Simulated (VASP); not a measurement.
Ta, 1 atom in the cell. The structure is orthorhombic, space group Fmmm (No. 69). Conventional cell: a = 3.303 Å, b = 4.624 Å, c = 4.717 Å, α = 90.00°, β = 90.00°, γ = 90.00°. Within 3.7 Å of Ta (site symmetry mmm) lie 14 Ta at 2.84 to 3.30 Å.  This cell differs from its parent crystal: strain -0.0200 x Voigt [0, 0, 0, 0, 1, 0].

| Item | Value |
| --- | --- |
| Program | VASP 6.6.1 |
| Task | single point |
| Functional | PBEsol |
| Potentials or basis | VASP PAW PBE potentials, release 64 (Ta_pv) |
| Cutoff | 520 eV |
| k mesh | 20 × 20 × 20 |
| Occupations | gaussian, width 0.15 eV |
| Spin | no spin polarisation |
| Dipole correction | no |
| Further INCAR settings | ALGO = Fast; EDIFF = 1e-06; NBANDS = 12 |

Potentials or basis: VASP PAW PBE potentials, release 64 (Ta_pv).

Command:

```console
$ cat potpaw_PBE.64/Ta_pv/POTCAR > POTCAR
$ mpirun -np 1 vasp_std > vasp.out
```

Hardware: 1 thread of Intel Xeon 6975P-C, on a shared host.

Question: Estimate the wall time of this run.

Answer: Wall time 110 s on 1 thread of Intel Xeon 6975P-C, with other jobs on the host, peak memory 0.35 GiB. Counts: scf iterations 12, k points 1166.
